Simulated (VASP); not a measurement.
# NaCl (P6_3/mmc) in VASP: further runs

NaCl is run at these levels: PBE, r2SCAN; tasks: single point.

Everything below comes from runs of VASP 6.6.1. Logs are shortened: lines on timing, memory, paths and dates and some standing lists are left out, and cuts for length are marked.

## 1. The cell of the first run

It takes space group P6_3/mmc (No. 194, hexagonal). The conventional cell has a = 4.526 Å, b = 4.526 Å, c = 5.339 Å, α = 90.00°, β = 90.00°, γ = 120.00°. Na (site symmetry -6m2) has 5 Cl at 2.61 to 2.67 Å within 3.4 Å. Cl (site symmetry -6m2) has 5 Na at 2.61 to 2.67 Å within 3.4 Å.

## 2. Single point, PBE (strain -4.1%)

Contents of INCAR:

```
PREC = Accurate
ENCUT = 520
EDIFF = 1E-7
ISMEAR = -1
SIGMA = 0.02
LREAL = False
LASPH = True
NELM = 80
ALGO = Normal
ISIF = 2
LWAVE = False
LCHARG = False
GGA = PE
NBANDS = 22
```

Contents of KPOINTS:

```
regular mesh
0
Gamma
  6 6 6
```

Contents of POSCAR:

```
NaCl
1.0
    4.5256035083      0.0000000000      0.0000000000
   -2.2628017541      3.9192876056      0.0000000000
    0.0000000000      0.0000000000      5.3391787447
Na Cl
2 2
Direct
    0.3333333333      0.6666666667      0.2500000000
    0.6666666667      0.3333333333      0.7500000000
    0.6666666667      0.3333333333      0.2500000000
    0.3333333333      0.6666666667      0.7500000000
```

Potentials or basis: VASP PAW PBE potentials, release 64 (Na_pv, Cl).

Command:

```
> cat potpaw_PBE.64/Na_pv/POTCAR potpaw_PBE.64/Cl/POTCAR > POTCAR
> mpirun -np 1 vasp_std > vasp.out
```

OUTCAR:

```text
PREC = Accurate
   ENCUT = 520
   EDIFF = 1E-7
   ISMEAR = -1
   LREAL = False
   LASPH = True
   NELM = 80
   ISIF = 2
   GGA = PE

 ion  position               nearest neighbor table
   1  0.333  0.667  0.250-   3 2.61   3 2.61   3 2.61   4 2.67   4 2.67
   2  0.667  0.333  0.750-   4 2.61   4 2.61   4 2.61   3 2.67   3 2.67
   3  0.667  0.333  0.250-   1 2.61   1 2.61   1 2.61   2 2.67   2 2.67
   4  0.333  0.667  0.750-   2 2.61   2 2.61   2 2.61   1 2.67   1 2.67

  LATTYP: Found a hexagonal cell.
 ALAT       =     4.5256035083
 C/A-ratio  =     1.1797716558

  Lattice vectors:

 A1 = (   4.5256035083,   0.0000000000,   0.0000000000)
 A2 = (  -2.2628017541,   3.9192876056,   0.0000000000)
 A3 = (   0.0000000000,   0.0000000000,   5.3391787447)

Analysis of symmetry for initial positions (statically):
=====================================================================
 Subroutine PRICEL returns:
 Original cell was already a primitive cell.

 Routine SETGRP: Setting up the symmetry group for a
 hexagonal supercell.

 Subroutine GETGRP returns: Found 24 space group operations
 (whereof 12 operations were pure point group operations)
 out of a pool of 24 trial point group operations.

The static configuration has the point symmetry D_3d.
 The point group associated with its full space group is D_6h.

Analysis of symmetry for dynamics (positions and initial velocities):
=====================================================================
 Subroutine PRICEL returns:
 Original cell was already a primitive cell.

 Routine SETGRP: Setting up the symmetry group for a
 hexagonal supercell.

 Subroutine GETGRP returns: Found 24 space group operations
 (whereof 12 operations were pure point group operations)
 out of a pool of 24 trial point group operations.

The dynamic configuration has the point symmetry D_3d.
 The point group associated with its full space group is D_6h.

 Subroutine INISYM returns: Found 24 space group operations
 (whereof 12 operations are pure point group operations),
 and found     1 'primitive' translations

----------------------------------------------------------------------------------------

                                     Primitive cell

  volume of cell :      94.7018

  direct lattice vectors                    reciprocal lattice vectors
     4.525603508  0.000000000  0.000000000     0.220965005  0.127574205  0.000000000
    -2.262801754  3.919287606  0.000000000     0.000000000  0.255148410  0.000000000
     0.000000000  0.000000000  5.339178745     0.000000000  0.000000000  0.187294722

  length of vectors
     4.525603508  4.525603508  5.339178745     0.255148410  0.255148410  0.187294722

  position of ions in fractional coordinates (direct lattice)
     0.333333333  0.666666667  0.250000000
     0.666666667  0.333333333  0.750000000
     0.666666667  0.333333333  0.250000000
     0.333333333  0.666666667  0.750000000

  ion indices of the primitive-cell ions
   primitive index   ion index
                 1           1
                 2           2
                 3           3
                 4           4

----------------------------------------------------------------------------------------

 KPOINTS: regular mesh

Automatic generation of k-mesh.
 Grid dimensions read from file:
 generate k-points for:    6    6    6

 Generating k-lattice:

  Cartesian coordinates                     Fractional coordinates (reciprocal lattice)
     0.036827501  0.021262367  0.000000000     0.166666667 -0.000000000  0.000000000
     0.000000000  0.042524735  0.000000000     0.000000000  0.166666667  0.000000000
     0.000000000  0.000000000  0.031215787     0.000000000  0.000000000  0.166666667

  Length of vectors
     0.042524735  0.042524735  0.031215787

  Shift w.r.t. Gamma in fractional coordinates (k-lattice)
     0.000000000  0.000000000  0.000000000

 Subroutine IBZKPT returns following result:
 ===========================================

 Found     28 irreducible k-points:

 Following reciprocal coordinates:
            Coordinates               Weight
  0.000000  0.000000  0.000000      1.000000
  0.166667  0.000000  0.000000      6.000000
  0.333333  0.000000  0.000000      6.000000
  0.500000 -0.000000  0.000000      3.000000
  0.166667  0.166667  0.000000      6.000000
  0.333333  0.166667  0.000000     12.000000
[... 16 lines left out ...]
  0.166667  0.000000  0.500000      6.000000
  0.333333  0.000000  0.500000      6.000000
 [... further k-points ...]
   k-points           NKPTS =     28   k-points in BZ     NKDIM =     28   number of bands    NBANDS=     22
   number of dos      NEDOS =    301   number of ions     NIONS =      4
   total plane-waves  NPLWV =  51840
   dimension x,y,z NGX =    36 NGY =   36 NGZ =   40
   dimension x,y,z NGXF=    72 NGYF=   72 NGZF=   80
   ions per type =               2   2
   NGX,Y,Z   is equivalent  to a cutoff of  13.22, 13.22, 12.45 a.u.
   NGXF,Y,Z  is equivalent  to a cutoff of  26.45, 26.45, 24.91 a.u.
 SYSTEM =  unknown system
   PREC   = accura    normal or accurate (medium, high low for compatibility)
   ISTART =      0    job   : 0-new  1-cont  2-samecut
   ICHARG =      2    charge: 1-file 2-atom 10-const
   ISPIN  =      1    spin polarized calculation?
   LNONCOLLINEAR =      F non collinear calculations
   LSORBIT =      F    spin-orbit coupling
   LASPH  =      T    aspherical Exc in radial PAW
   ENCUT  =  520.0 eV  38.22 Ry    6.18 a.u.   8.41  8.41  9.93*2*pi/ulx,y,z
   NELM   =     80;   NELMIN=  2; NELMDL= -5     # of ELM steps
   EDIFF  = 0.1E-06   stopping-criterion for ELM
   LREAL  =      F    real-space projection
   EDIFFG = 0.1E-05   stopping-criterion for IOM
   NSW    =      0    number of steps for IOM
   IBRION =     -1    ionic relax: 0-MD 1-quasi-New 2-CG
   NFREE  =      0    steps in history (QN), initial steepest desc. (CG)
   ISIF   =      2    stress and relaxation
   ISYM   =      2    0-nonsym 1-usesym 2-fastsym
   POTIM  = 0.5000    time-step for ionic-motion
   TEBEG  =    0.0;   TEEND  =   0.0 temperature during run
   PSTRESS=    0.0 pullay stress
   NELECT =      28.0000    total number of electrons
   NUPDOWN=      -1.0000    fix difference up-down
   EMIN   =  10.00;   EMAX   =-10.00  energy-range for DOS
   EFERMI =   0.00;   METHOD = LEGACY
   ISMEAR =    -1;   SIGMA  =   0.02  broadening in eV -4-tet -1-fermi 0-gaus
   EFERMI_NEDOS =   21; number of points for ismear=-14 and -15
   IALGO  =     38    algorithm
   IMIX   =      4    mixing-type and parameters
     AMIX     =   0.40;   BMIX     =  1.00
     AMIX_MAG =   1.60;   BMIX_MAG =  1.00
  volume/ion in A,a.u.               =      23.68       159.77
  Fermi-wavevector in a.u.,A,eV,Ry     =   1.090623  2.060979 16.183577  1.189459
  Thomas-Fermi vector in A             =   2.226852
   LORBIT       =      0    0 simple, 1 ext, 2 COOP (PROOUT), +10 PAW based schemes
   GGA     = PE    functional components
   LHFCALC =     F    Hartree Fock is set to
   AEXX    =    0.0000 exact exchange contribution
   IVDW    =     0    specifies the selected vdW correction
   LEPSILON=     F    determine dielectric tensor
   LRPA    =     F    only Hartree local field effects (RPA)
 non-spin polarized calculation
  energy-cutoff  :      520.00
  volume of cell :       94.70
 maximum number of plane-waves:      2574
 NGX is ok and might be reduce to    36
   NGX = 17   NGY = 17   NGZ = 19

 number of electron      27.9999979 magnetization

 Free energy of the ion-electron system (eV)
  ---------------------------------------------------
  ext. energy  EPLUGINS =         0.00000000
  ---------------------------------------------------
  free energy    TOTEN  =       -13.21270956 eV

  energy without entropy =      -13.21270956  energy(sigma->0) =      -13.21270956

 E-fermi :  -0.5922     XC(G=0):  -7.7197

 val. band max:       -0.9994219891   @ k =   0.0000   0.0000   0.0000
 cond. band min:       4.1294764540   @ k =   0.0000   0.0000   0.0000
 fundamental gap:      5.1288984431
 Fermi energy:        -0.5921554668

 k-point     1 :       0.0000    0.0000    0.0000
  band No.  band energies     occupation
      1     -21.6727      2.00000
      2     -21.6674      2.00000
      3     -21.6674      2.00000
      4     -21.6541      2.00000
      5     -21.6541      2.00000
      6     -21.6381      2.00000
[... 14 lines left out ...]
     21      10.5610      0.00000
     22      10.6626      0.00000

 k-point     2 :       0.1667    0.0000    0.0000
  band No.  band energies     occupation
      1     -21.6705      2.00000
      2     -21.6702      2.00000
      3     -21.6684      2.00000
      4     -21.6581      2.00000
      5     -21.6540      2.00000
      6     -21.6400      2.00000
[... 14 lines left out ...]
     21      10.1894      0.00000
     22      10.4906      0.00000

 k-point     3 :       0.3333    0.0000    0.0000
  band No.  band energies     occupation
      1     -21.6760      2.00000
      2     -21.6704      2.00000
      3     -21.6660      2.00000
      4     -21.6649      2.00000
      5     -21.6539      2.00000
      6     -21.6450      2.00000
[... 14 lines left out ...]
     21      10.5129      0.00000
     22      10.9851      0.00000
[... 476 lines left out ...]
 k-point    23 :       0.1667    0.0000    0.5000
  band No.  band energies     occupation
      1     -21.6737      2.00000
      2     -21.6737      2.00000
      3     -21.6611      2.00000
      4     -21.6611      2.00000
      5     -21.6512      2.00000
      6     -21.6512      2.00000
[... 14 lines left out ...]
     21      10.6380      0.00000
     22      10.6380      0.00000

 k-point    24 :       0.3333    0.0000    0.5000
  band No.  band energies     occupation
      1     -21.6855      2.00000
      2     -21.6855      2.00000
      3     -21.6621      2.00000
      4     -21.6621      2.00000
      5     -21.6458      2.00000
      6     -21.6458      2.00000
[... 14 lines left out ...]
     21      10.1255      0.00000
     22      10.1255      0.00000

 [... further k-points ...]

------------------------ aborting loop because EDIFF is reached ----------------------------------------

  FORCE on cell =-STRESS in cart. coord.  units (eV):
  Direction    XX          YY          ZZ          XY          YZ          ZX
  --------------------------------------------------------------------------------------
  -------------------------------------------------------------------------------------
  Total        2.5858955      2.5858955      3.0871302      0.0000000      0.0000000      0.0000000
  in kB       43.7485297     43.7485297     52.2284856      0.0000000      0.0000000      0.0000000
  external PRESSURE =      46.5751817 kB  Pullay stress =       0.0000000 kB

 VOLUME and BASIS-vectors are now :
 -----------------------------------------------------------------------------
  energy-cutoff  :      520.00
  volume of cell :       94.70
      direct lattice vectors                 reciprocal lattice vectors
     4.525603508  0.000000000  0.000000000     0.220965005  0.127574205  0.000000000
    -2.262801754  3.919287606  0.000000000     0.000000000  0.255148410  0.000000000
     0.000000000  0.000000000  5.339178745     0.000000000  0.000000000  0.187294722

 POSITION                                       TOTAL-FORCE (eV/Angst)
 -----------------------------------------------------------------------------------
     -0.00000      2.61286      1.33479         0.000000     -0.000000     -0.000000
      2.26280      1.30643      4.00438        -0.000000     -0.000000     -0.000000
      2.26280      1.30643      1.33479         0.000000     -0.000000      0.000000
     -0.00000      2.61286      4.00438        -0.000000      0.000000      0.000000
 -----------------------------------------------------------------------------------
    total drift:                               -0.000000      0.000000     -0.000000

  FREE ENERGIE OF THE ION-ELECTRON SYSTEM (eV)
  ---------------------------------------------------
  free  energy   TOTEN  =       -13.2127095600 eV

  energy  without entropy=      -13.2127095600  energy(sigma->0) =      -13.21270956
```

Wall time 67 s (1 thread of AMD EPYC 7R43 (Zen 3), shared host); peak memory 0.18 GiB.

Results:

- Free energy: -13.2127 eV
- Pressure: 4.7 GPa
- Band gap on the k mesh: 5.13 eV

Caveat: the cell differs from its parent crystal (strain -4.1%); the cell stands under pressure. A k mesh can miss the band edges.

## 3. Single point, r2SCAN (strain -4.1%)

POSCAR is that of step 2.

Contents of INCAR.step1:

```
SYSTEM = NaCl
  ALGO = Normal
  EDIFF = 1E-4
  ENCUT = 520
  GGA = PE
  ISMEAR = 0
  LASPH = .True.
  LCHARG = .False.
  LREAL = .False.
  LWAVE = .True.
  NBANDS = 22
  NELM = 60
  PREC = Accurate
  SIGMA = 0.01
```

Contents of INCAR.step2:

```
SYSTEM = NaCl
  ALGO = Normal
  EDIFF = 1E-6
  ENCUT = 520
  ISIF = 2
  ISMEAR = 0
  ISTART = 1
  LASPH = .True.
  LCHARG = .False.
  LMIXTAU = .True.
  LREAL = .False.
  LWAVE = .False.
  METAGGA = R2SCAN
  NBANDS = 22
  NELM = 60
  PREC = Accurate
  SIGMA = 0.01
```

Contents of KPOINTS:

```
k-points
0
Gamma
  6 6 6
  0 0 0
```

Potentials or basis: VASP PAW PBE potentials, release 64 (Na_pv, Cl).

Command:

```
> cat potpaw_PBE.64/Na_pv/POTCAR potpaw_PBE.64/Cl/POTCAR > POTCAR
> cp INCAR.step1 INCAR
> mpirun -np 1 vasp_std > vasp.out
> cp INCAR.step2 INCAR
> mpirun -np 1 vasp_std > vasp.out
```

Wall time 5.5 min (1 thread of AMD EPYC 7R43 (Zen 3), shared host); peak memory 0.2 GiB.

It converged, with:

| Property | Result |
| --- | --- |
| Free energy | -27.2230 eV |
| Pressure | 3.4 GPa |
| Band gap on the k mesh | 5.75 eV |

Stress tensor (GPa, compression positive):
```
3.24 0.00 0.00
0.00 3.24 0.00
0.00 0.00 3.82
```

Levels at points of the mesh, in eV from the valence-band top:
```
           k point  band 11  band 12  band 13  band 14  band 15  band 16  band 17  band 18
(0.00, 0.00, 0.00)    -0.99    -0.44    -0.44     0.00     5.75     8.80    10.72    10.72
(0.50, 0.00, 0.00)    -1.22    -0.96    -0.65    -0.30     7.81     9.08     9.39    10.44
(0.00, 0.00, 0.50)    -0.73    -0.73    -0.73    -0.73     7.62     7.62    10.55    10.55
(0.50, 0.00, 0.50)    -0.82    -0.82    -0.37    -0.37     8.03     8.03    11.54    11.54
```

Caveat: the cell differs from its parent crystal (strain -4.1%); the cell stands under pressure; the PAW data sets were made with another functional, which shifts forces and pressure a little.
